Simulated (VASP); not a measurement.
# SrCl2 (P6/mmm) in VASP: single point with PBE

Aim: the single point of SrCl2 with PBE.

Everything below comes from runs of VASP 6.6.1. Logs are shortened: lines on timing, memory, paths and dates and some standing lists are left out, and cuts for length are marked.

**1. The cell of the first run**

Symmetry: P6/mmm, No. 191, hexagonal system. The conventional cell has a = 4.992 Å, b = 4.992 Å, c = 3.640 Å, α = 90.00°, β = 90.00°, γ = 120.00°. Sr (site symmetry 6/mmm) has 12 Cl at 3.41 Å and 2 Sr at 3.64 Å within 4.5 Å. Within 3.8 Å of Cl (site symmetry -6m2) lie 5 Cl at 2.88 to 3.64 Å and 6 Sr at 3.41 Å.

**2. Single point, PBE**

File INCAR:

```
PREC = Accurate
ENCUT = 500
EDIFF = 1E-6
ISMEAR = 0
SIGMA = 0.15
LREAL = F
LASPH = T
NELM = 120
ALGO = Normal
ISIF = 2
LWAVE = F
LCHARG = F
GGA = PE
NBANDS = 19
GGA_COMPAT = F
```

File KPOINTS:

```
Automatic mesh
0
Gamma
  4 4 3
```

File POSCAR:

```
SrCl2
1.0
    4.9921777761      0.0000000033      0.0000000000
   -2.4960888909      4.3233527727      0.0000000000
    0.0000000000      0.0000000000      3.6399208613
Sr Cl
1 2
Direct
    0.0000000000      0.0000000000      0.0000000000
    0.6666666667      0.3333333333      0.5000000000
    0.3333333333      0.6666666667      0.5000000000
```

Potentials or basis: VASP PAW PBE potentials, release 64 (Sr_sv, Cl).

Command:

```console
> cat potpaw_PBE.64/Sr_sv/POTCAR potpaw_PBE.64/Cl/POTCAR > POTCAR
> mpirun -np 1 vasp_std > vasp.out
```

OUTCAR:

```text
PREC = Accurate
   ENCUT = 500
   EDIFF = 1E-6
   ISMEAR = 0
   LREAL = F
   LASPH = T
   NELM = 120
   ISIF = 2
   GGA = PE

 ion  position               nearest neighbor table
   1  0.000  0.000  0.000-   2 3.41   3 3.41   2 3.41   3 3.41   2 3.41   2 3.41   3 3.41   3 3.41
                             2 3.41   2 3.41   3 3.41   3 3.41
   2  0.667  0.333  0.500-   1 3.41   1 3.41   1 3.41   1 3.41   1 3.41   1 3.41
   3  0.333  0.667  0.500-   1 3.41   1 3.41   1 3.41   1 3.41   1 3.41   1 3.41

  LATTYP: Found a hexagonal cell.
 ALAT       =     4.9921777761
 C/A-ratio  =     0.7291248478

  Lattice vectors:

 A1 = (   4.9921777761,   0.0000000033,   0.0000000000)
 A2 = (  -2.4960888909,   4.3233527727,   0.0000000000)
 A3 = (   0.0000000000,   0.0000000000,   3.6399208613)

Analysis of symmetry for initial positions (statically):
=====================================================================
 Subroutine PRICEL returns:
 Original cell was already a primitive cell.

 Routine SETGRP: Setting up the symmetry group for a
 hexagonal supercell.

 Subroutine GETGRP returns: Found 24 space group operations
 (whereof 24 operations were pure point group operations)
 out of a pool of 24 trial point group operations.

The static configuration has the point symmetry D_6h.

Analysis of symmetry for dynamics (positions and initial velocities):
=====================================================================
 Subroutine PRICEL returns:
 Original cell was already a primitive cell.

 Routine SETGRP: Setting up the symmetry group for a
 hexagonal supercell.

 Subroutine GETGRP returns: Found 24 space group operations
 (whereof 24 operations were pure point group operations)
 out of a pool of 24 trial point group operations.

The dynamic configuration has the point symmetry D_6h.

 Subroutine INISYM returns: Found 24 space group operations
 (whereof 24 operations are pure point group operations),
 and found     1 'primitive' translations

----------------------------------------------------------------------------------------

                                     Primitive cell

  volume of cell :      78.5602

  direct lattice vectors                    reciprocal lattice vectors
     4.992177776  0.000000003  0.000000000     0.200313379  0.115650984  0.000000000
[... 67 lines left out ...]
   LSORBIT =      F    spin-orbit coupling
   LASPH  =      T    aspherical Exc in radial PAW
   ENCUT  =  500.0 eV  36.75 Ry    6.06 a.u.   9.10  9.10  6.64*2*pi/ulx,y,z
   NELM   =    120;   NELMIN=  2; NELMDL= -5     # of ELM steps
   EDIFF  = 0.1E-05   stopping-criterion for ELM
   LREAL  =      F    real-space projection
   EDIFFG = 0.1E-04   stopping-criterion for IOM
   NSW    =      0    number of steps for IOM
   IBRION =     -1    ionic relax: 0-MD 1-quasi-New 2-CG
   NFREE  =      0    steps in history (QN), initial steepest desc. (CG)
   ISIF   =      2    stress and relaxation
   ISYM   =      2    0-nonsym 1-usesym 2-fastsym
   POTIM  = 0.5000    time-step for ionic-motion
   TEBEG  =    0.0;   TEEND  =   0.0 temperature during run
   PSTRESS=    0.0 pullay stress
   NELECT =      24.0000    total number of electrons
   NUPDOWN=      -1.0000    fix difference up-down
   EMIN   =  10.00;   EMAX   =-10.00  energy-range for DOS
   EFERMI =   0.00;   METHOD = LEGACY
   ISMEAR =     0;   SIGMA  =   0.15  broadening in eV -4-tet -1-fermi 0-gaus
   EFERMI_NEDOS =   21; number of points for ismear=-14 and -15
   IALGO  =     38    algorithm
   IMIX   =      4    mixing-type and parameters
     AMIX     =   0.40;   BMIX     =  1.00
     AMIX_MAG =   1.60;   BMIX_MAG =  1.00
  volume/ion in A,a.u.               =      26.19       176.72
  Fermi-wavevector in a.u.,A,eV,Ry     =   1.102582  2.083578 16.540436  1.215688
  Thomas-Fermi vector in A             =   2.239027
   LORBIT       =      0    0 simple, 1 ext, 2 COOP (PROOUT), +10 PAW based schemes
   GGA     = PE    functional components
   LHFCALC =     F    Hartree Fock is set to
   AEXX    =    0.0000 exact exchange contribution
   IVDW    =     0    specifies the selected vdW correction
   LEPSILON=     F    determine dielectric tensor
   LRPA    =     F    only Hartree local field effects (RPA)
 non-spin polarized calculation
 Gauss-broadening in eV      SIGMA  =   0.15
  energy-cutoff  :      500.00
  volume of cell :       78.56
 maximum number of plane-waves:      2007
   NGX = 19   NGY = 19   NGZ = 13

 number of electron      24.0000002 magnetization

 Free energy of the ion-electron system (eV)
  ---------------------------------------------------
  ext. energy  EPLUGINS =         0.00000000
  ---------------------------------------------------
  free energy    TOTEN  =       -10.62219939 eV

  energy without entropy =      -10.62219939  energy(sigma->0) =      -10.62219939

 E-fermi :   3.1863     XC(G=0):  -8.8593

 val. band max:        2.4672951604   @ k =   0.2500   0.2500   0.3333
 cond. band min:       4.0566165839   @ k =   0.0000   0.0000   0.0000
 fundamental gap:      1.5893214236
 Fermi energy:         3.1863117344

 k-point     1 :       0.0000    0.0000    0.0000
  band No.  band energies     occupation
      1     -33.1811      2.00000
      2     -15.0323      2.00000
      3     -15.0323      2.00000
      4     -15.0255      2.00000
      5     -12.3546      2.00000
      6     -10.6322      2.00000
[... 153 lines left out ...]
      6     -11.1334      2.00000
[... 11 lines left out ...]
     18       8.0334      0.00000
     19      10.6113      0.00000

------------------------ aborting loop because EDIFF is reached ----------------------------------------

  FORCE on cell =-STRESS in cart. coord.  units (eV):
  Direction    XX          YY          ZZ          XY          YZ          ZX
  --------------------------------------------------------------------------------------
  -------------------------------------------------------------------------------------
  Total        0.2924235      0.2924235      0.2772699      0.0000000      0.0000000      0.0000000
  in kB        5.9637605      5.9637605      5.6547150      0.0000000      0.0000000      0.0000000
  external PRESSURE =       5.8607453 kB  Pullay stress =       0.0000000 kB

 VOLUME and BASIS-vectors are now :
 -----------------------------------------------------------------------------
  energy-cutoff  :      500.00
  volume of cell :       78.56
      direct lattice vectors                 reciprocal lattice vectors
     4.992177776  0.000000003  0.000000000     0.200313379  0.115650984  0.000000000
    -2.496088891  4.323352773  0.000000000    -0.000000000  0.231301967  0.000000000
     0.000000000  0.000000000  3.639920861     0.000000000  0.000000000  0.274731248

 POSITION                                       TOTAL-FORCE (eV/Angst)
 -----------------------------------------------------------------------------------
      0.00000      0.00000      0.00000        -0.000000     -0.000000     -0.000000
      2.49609      1.44112      1.81996        -0.000000     -0.000000     -0.000000
     -0.00000      2.88224      1.81996         0.000000      0.000000      0.000000
 -----------------------------------------------------------------------------------
    total drift:                                0.000000     -0.000000     -0.000000

  FREE ENERGIE OF THE ION-ELECTRON SYSTEM (eV)
  ---------------------------------------------------
  free  energy   TOTEN  =       -10.6221993899 eV

  energy  without entropy=      -10.6221993899  energy(sigma->0) =      -10.62219939
```

Wall time 11 s (1 thread of Intel Xeon Platinum 8259CL at 2.50GHz (Skylake/Cascade Lake), shared host); peak memory 0.18 GiB.

What came out:

```yaml
Free_energy: -10.6222 eV
Pressure: 0.6 GPa
Band_gap_on_the_k_mesh: 1.59 eV, indirect (least direct gap 2.28 eV)
```

Caveat: the k points lie up to 0.58 Å⁻¹ apart. PBE gaps usually lie below the measured ones, often by a third to a half.
